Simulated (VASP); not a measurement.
# MgF2 (P4_2/mnm) in VASP: single point with PBE

Aim: the single point of MgF2 with PBE.

Program: VASP 6.6.1. These are calculated values, not measurements. Logs are shortened: lines on timing, memory, paths and dates and some standing lists are left out, and cuts for length are marked.

## (1) The cell of the first run

It takes space group P4_2/mnm (No. 136, tetragonal). The conventional cell has a = 4.698 Å, b = 4.698 Å, c = 3.093 Å, α = 90.00°, β = 90.00°, γ = 90.00°. Mg (site symmetry mmm) has 6 F at 2.02 Å within 2.7 Å. Within 2.7 Å of F (site symmetry m2m) lie 3 Mg at 2.02 Å and 1 F at 2.61 Å.

## (2) Single point, PBE

The input, INCAR:

```
SYSTEM = MgF2
PREC = Accurate
ENCUT = 840
EDIFF = 1E-6
ISMEAR = 0
SIGMA = 0.02
LREAL = .False.
LASPH = .True.
NELM = 120
ALGO = Normal
ISIF = 2
LWAVE = .False.
LCHARG = .True.
GGA = PE
LELF = .True.
LVHAR = .True.
NBANDS = 33
GGA_COMPAT = .False.
```

The input, KPOINTS:

```
regular mesh
0
Gamma
  6 6 8
  0 0 0
```

The input, POSCAR:

```
MgF2
1.0
    4.6978727317      0.0000000000      0.0000000000
    0.0000000000      4.6978727317      0.0000000000
    0.0000000000      0.0000000000      3.0925789171
Mg F
2 4
Direct
    0.0000000000      0.0000000000      0.0000000000
    0.5000000000      0.5000000000      0.5000000000
    0.3035692820      0.3035692820      0.0000000000
    0.1964307180      0.8035692820      0.5000000000
    0.6964307180      0.6964307180      0.0000000000
    0.8035692820      0.1964307180      0.5000000000
```

Potentials or basis: VASP PAW PBE potentials, release 64 (Mg_sv, F).

On the command line:

```console
> cat potpaw_PBE.64/Mg_sv/POTCAR potpaw_PBE.64/F/POTCAR > POTCAR
> mpirun -np 1 vasp_std > vasp.out
```

OUTCAR:

```text
SYSTEM = MgF2
   PREC = Accurate
   ENCUT = 840
   EDIFF = 1E-6
   ISMEAR = 0
   LREAL = .False.
   LASPH = .True.
   NELM = 120
   ISIF = 2
   GGA = PE

 ion  position               nearest neighbor table
   1  0.000  0.000  0.000-   3 2.02   5 2.02   4 2.02   6 2.02   4 2.02   6 2.02
   2  0.500  0.500  0.500-   4 2.02   6 2.02   5 2.02   3 2.02   3 2.02   5 2.02
   3  0.304  0.304  0.000-   1 2.02   2 2.02   2 2.02
   4  0.196  0.804  0.500-   2 2.02   1 2.02   1 2.02
   5  0.696  0.696  0.000-   1 2.02   2 2.02   2 2.02
   6  0.804  0.196  0.500-   2 2.02   1 2.02   1 2.02

  LATTYP: Found a simple tetragonal cell.
 ALAT       =     4.6978727317
 C/A-ratio  =     0.6582934647

  Lattice vectors:

 A1 = (   4.6978727317,   0.0000000000,   0.0000000000)
 A2 = (   0.0000000000,   4.6978727317,   0.0000000000)
 A3 = (   0.0000000000,   0.0000000000,   3.0925789171)

Analysis of symmetry for initial positions (statically):
=====================================================================
 Subroutine PRICEL returns:
 Original cell was already a primitive cell.

 Routine SETGRP: Setting up the symmetry group for a
 simple tetragonal supercell.

 Subroutine GETGRP returns: Found 16 space group operations
 (whereof  8 operations were pure point group operations)
 out of a pool of 16 trial point group operations.

The static configuration has the point symmetry D_2h.
 The point group associated with its full space group is D_4h.

Analysis of symmetry for dynamics (positions and initial velocities):
=====================================================================
 Subroutine PRICEL returns:
 Original cell was already a primitive cell.

 Routine SETGRP: Setting up the symmetry group for a
 simple tetragonal supercell.

 Subroutine GETGRP returns: Found 16 space group operations
 (whereof  8 operations were pure point group operations)
 out of a pool of 16 trial point group operations.

The dynamic configuration has the point symmetry D_2h.
 The point group associated with its full space group is D_4h.

 Subroutine INISYM returns: Found 16 space group operations
 (whereof  8 operations are pure point group operations),
 and found     1 'primitive' translations

----------------------------------------------------------------------------------------

                                     Primitive cell

  volume of cell :      68.2532

  direct lattice vectors                    reciprocal lattice vectors
     4.697872732  0.000000000  0.000000000     0.212862301  0.000000000  0.000000000
     0.000000000  4.697872732  0.000000000     0.000000000  0.212862301  0.000000000
     0.000000000  0.000000000  3.092578917     0.000000000  0.000000000  0.323354723

  length of vectors
     4.697872732  4.697872732  3.092578917     0.212862301  0.212862301  0.323354723

  position of ions in fractional coordinates (direct lattice)
     0.000000000  0.000000000  0.000000000
     0.500000000  0.500000000  0.500000000
     0.303569282  0.303569282  0.000000000
     0.196430718  0.803569282  0.500000000
     0.696430718  0.696430718  0.000000000
     0.803569282  0.196430718  0.500000000

  ion indices of the primitive-cell ions
   primitive index   ion index
                 1           1
                 2           2
                 3           3
                 4           4
                 5           5
                 6           6

----------------------------------------------------------------------------------------

 KPOINTS: regular mesh

Automatic generation of k-mesh.
 Grid dimensions read from file:
 generate k-points for:    6    6    8

 Generating k-lattice:

  Cartesian coordinates                     Fractional coordinates (reciprocal lattice)
     0.035477050  0.000000000  0.000000000     0.166666667  0.000000000  0.000000000
     0.000000000  0.035477050  0.000000000     0.000000000  0.166666667  0.000000000
     0.000000000  0.000000000  0.040419340     0.000000000  0.000000000  0.125000000

  Length of vectors
     0.035477050  0.035477050  0.040419340

  Shift w.r.t. Gamma in fractional coordinates (k-lattice)
     0.000000000  0.000000000  0.000000000

 Subroutine IBZKPT returns following result:
 ===========================================

 Found     50 irreducible k-points:

 Following reciprocal coordinates:
            Coordinates               Weight
  0.000000  0.000000  0.000000      1.000000
  0.166667  0.000000  0.000000      4.000000
  0.333333  0.000000  0.000000      4.000000
  0.500000  0.000000  0.000000      2.000000
  0.166667  0.166667  0.000000      4.000000
  0.333333  0.166667  0.000000      8.000000
[... 16 lines left out ...]
  0.333333  0.000000  0.250000      8.000000
  0.500000  0.000000  0.250000      4.000000
 [... further k-points ...]
   k-points           NKPTS =     50   k-points in BZ     NKDIM =     50   number of bands    NBANDS=     33
   number of dos      NEDOS =    301   number of ions     NIONS =      6
   total plane-waves  NPLWV =  69120
   dimension x,y,z NGX =    48 NGY =   48 NGZ =   30
   dimension x,y,z NGXF=    96 NGYF=   96 NGZF=   60
   ions per type =               2   4
   NGX,Y,Z   is equivalent  to a cutoff of  16.99, 16.99, 16.13 a.u.
   NGXF,Y,Z  is equivalent  to a cutoff of  33.97, 33.97, 32.25 a.u.
 SYSTEM =  MgF2
   PREC   = accura    normal or accurate (medium, high low for compatibility)
   ISTART =      0    job   : 0-new  1-cont  2-samecut
   ICHARG =      2    charge: 1-file 2-atom 10-const
   ISPIN  =      1    spin polarized calculation?
   LNONCOLLINEAR =      F non collinear calculations
   LSORBIT =      F    spin-orbit coupling
   LASPH  =      T    aspherical Exc in radial PAW
   ENCUT  =  840.0 eV  61.74 Ry    7.86 a.u.  11.10 11.10  7.31*2*pi/ulx,y,z
   NELM   =    120;   NELMIN=  2; NELMDL= -5     # of ELM steps
   EDIFF  = 0.1E-05   stopping-criterion for ELM
   LREAL  =      F    real-space projection
   EDIFFG = 0.1E-04   stopping-criterion for IOM
   NSW    =      0    number of steps for IOM
   IBRION =     -1    ionic relax: 0-MD 1-quasi-New 2-CG
   NFREE  =      0    steps in history (QN), initial steepest desc. (CG)
   ISIF   =      2    stress and relaxation
   ISYM   =      2    0-nonsym 1-usesym 2-fastsym
   POTIM  = 0.5000    time-step for ionic-motion
   TEBEG  =    0.0;   TEEND  =   0.0 temperature during run
   PSTRESS=    0.0 pullay stress
   NELECT =      48.0000    total number of electrons
   NUPDOWN=      -1.0000    fix difference up-down
   EMIN   =  10.00;   EMAX   =-10.00  energy-range for DOS
   EFERMI =   0.00;   METHOD = LEGACY
   ISMEAR =     0;   SIGMA  =   0.02  broadening in eV -4-tet -1-fermi 0-gaus
   EFERMI_NEDOS =   21; number of points for ismear=-14 and -15
   IALGO  =     38    algorithm
   IMIX   =      4    mixing-type and parameters
     AMIX     =   0.40;   BMIX     =  1.00
     AMIX_MAG =   1.60;   BMIX_MAG =  1.00
  volume/ion in A,a.u.               =      11.38        76.77
  Fermi-wavevector in a.u.,A,eV,Ry     =   1.455842  2.751142 28.837208  2.119475
  Thomas-Fermi vector in A             =   2.572829
   LORBIT       =      0    0 simple, 1 ext, 2 COOP (PROOUT), +10 PAW based schemes
   GGA     = PE    functional components
   LHFCALC =     F    Hartree Fock is set to
   AEXX    =    0.0000 exact exchange contribution
   IVDW    =     0    specifies the selected vdW correction
   LEPSILON=     F    determine dielectric tensor
   LRPA    =     F    only Hartree local field effects (RPA)
 non-spin polarized calculation
 Gauss-broadening in eV      SIGMA  =   0.02
  energy-cutoff  :      840.00
  volume of cell :       68.25
 maximum number of plane-waves:      3807
 NGX is ok and might be reduce to    48
   NGX = 23   NGY = 23   NGZ = 15

 number of electron      47.9999994 magnetization

 Free energy of the ion-electron system (eV)
  ---------------------------------------------------
  ext. energy  EPLUGINS =         0.00000000
  ---------------------------------------------------
  free energy    TOTEN  =       -31.49265614 eV

  energy without entropy =      -31.49265614  energy(sigma->0) =      -31.49265614

 E-fermi :  -1.4884     XC(G=0):  -9.6850

 val. band max:       -1.6277480140   @ k =   0.0000   0.0000   0.0000
 cond. band min:       5.1918433009   @ k =   0.0000   0.0000   0.0000
 fundamental gap:      6.8195913148
 Fermi energy:        -1.4883679922

 k-point     1 :       0.0000    0.0000    0.0000
  band No.  band energies     occupation
      1     -72.6149      2.00000
      2     -72.6140      2.00000
      3     -39.3930      2.00000
      4     -39.3930      2.00000
      5     -39.3692      2.00000
      6     -39.3692      2.00000
[... 25 lines left out ...]
     32      16.3360      0.00000
     33      16.3360      0.00000

 k-point     2 :       0.1667    0.0000    0.0000
  band No.  band energies     occupation
      1     -72.6148      2.00000
      2     -72.6140      2.00000
      3     -39.3925      2.00000
      4     -39.3924      2.00000
      5     -39.3697      2.00000
      6     -39.3697      2.00000
[... 25 lines left out ...]
     32      16.0943      0.00000
     33      16.4918      0.00000

 k-point     3 :       0.3333    0.0000    0.0000
  band No.  band energies     occupation
      1     -72.6146      2.00000
      2     -72.6141      2.00000
      3     -39.3914      2.00000
      4     -39.3914      2.00000
      5     -39.3708      2.00000
      6     -39.3708      2.00000
[... 25 lines left out ...]
     32      15.8463      0.00000
     33      16.3554      0.00000

 k-point     4 :       0.5000    0.0000    0.0000
  band No.  band energies     occupation
      1     -72.6144      2.00000
      2     -72.6144      2.00000
      3     -39.3909      2.00000
      4     -39.3909      2.00000
      5     -39.3714      2.00000
      6     -39.3714      2.00000
[... 673 lines left out ...]
     32      15.4733      0.00000
     33      15.8822      0.00000

 k-point    23 :       0.3333    0.0000    0.2500
  band No.  band energies     occupation
      1     -72.6136      2.00000
      2     -72.6133      2.00000
      3     -39.3876      2.00000
      4     -39.3871      2.00000
      5     -39.3832      2.00000
      6     -39.3830      2.00000
[... 25 lines left out ...]
     32      14.7295      0.00000
     33      15.1452      0.00000

 k-point    24 :       0.5000    0.0000    0.2500
  band No.  band energies     occupation
      1     -72.6134      2.00000
      2     -72.6134      2.00000
      3     -39.3871      2.00000
      4     -39.3871      2.00000
      5     -39.3834      2.00000
      6     -39.3834      2.00000
[... 25 lines left out ...]
     32      14.1280      0.00000
     33      15.7852      0.00000

 [... further k-points ...]

------------------------ aborting loop because EDIFF is reached ----------------------------------------

  FORCE on cell =-STRESS in cart. coord.  units (eV):
  Direction    XX          YY          ZZ          XY          YZ          ZX
  --------------------------------------------------------------------------------------
  -------------------------------------------------------------------------------------
  Total       -0.0185701     -0.0185701      0.0541459      0.0000000      0.0000000      0.0000000
  in kB       -0.4359151     -0.4359151      1.2710216      0.0000000      0.0000000      0.0000000
  external PRESSURE =       0.1330638 kB  Pullay stress =       0.0000000 kB

 VOLUME and BASIS-vectors are now :
 -----------------------------------------------------------------------------
  energy-cutoff  :      840.00
  volume of cell :       68.25
      direct lattice vectors                 reciprocal lattice vectors
     4.697872732  0.000000000  0.000000000     0.212862301  0.000000000  0.000000000
     0.000000000  4.697872732  0.000000000     0.000000000  0.212862301  0.000000000
     0.000000000  0.000000000  3.092578917     0.000000000  0.000000000  0.323354723

 POSITION                                       TOTAL-FORCE (eV/Angst)
 -----------------------------------------------------------------------------------
      0.00000      0.00000      0.00000         0.000000      0.000000      0.000000
      2.34894      2.34894      1.54629         0.000000      0.000000      0.000000
      1.42613      1.42613      0.00000        -0.006427     -0.006427      0.000000
      0.92281      3.77507      1.54629         0.006427     -0.006427      0.000000
      3.27174      3.27174      0.00000         0.006427      0.006427      0.000000
      3.77507      0.92281      1.54629        -0.006427      0.006427      0.000000
 -----------------------------------------------------------------------------------
    total drift:                               -0.000000     -0.000000     -0.000000

  FREE ENERGIE OF THE ION-ELECTRON SYSTEM (eV)
  ---------------------------------------------------
  free  energy   TOTEN  =       -31.4926561402 eV

  energy  without entropy=      -31.4926561402  energy(sigma->0) =      -31.49265614
```

Wall time 2.1 min (1 thread of Intel Xeon Platinum 8488C (Sapphire Rapids), shared host); peak memory 0.36 GiB.

What came out:

| Quantity | Value |
| --- | --- |
| Free energy | -31.4927 eV |
| Pressure | 0.0 GPa |
| Largest force | 0.009 eV/Å |
| Band gap on the k mesh | 6.82 eV |

Forces on the atoms (eV/Å):
```
Mg   0.000  0.000  0.000
Mg   0.000  0.000  0.000
F   -0.006 -0.006  0.000
F    0.006 -0.006  0.000
F    0.006  0.006  0.000
F   -0.006  0.006  0.000
```
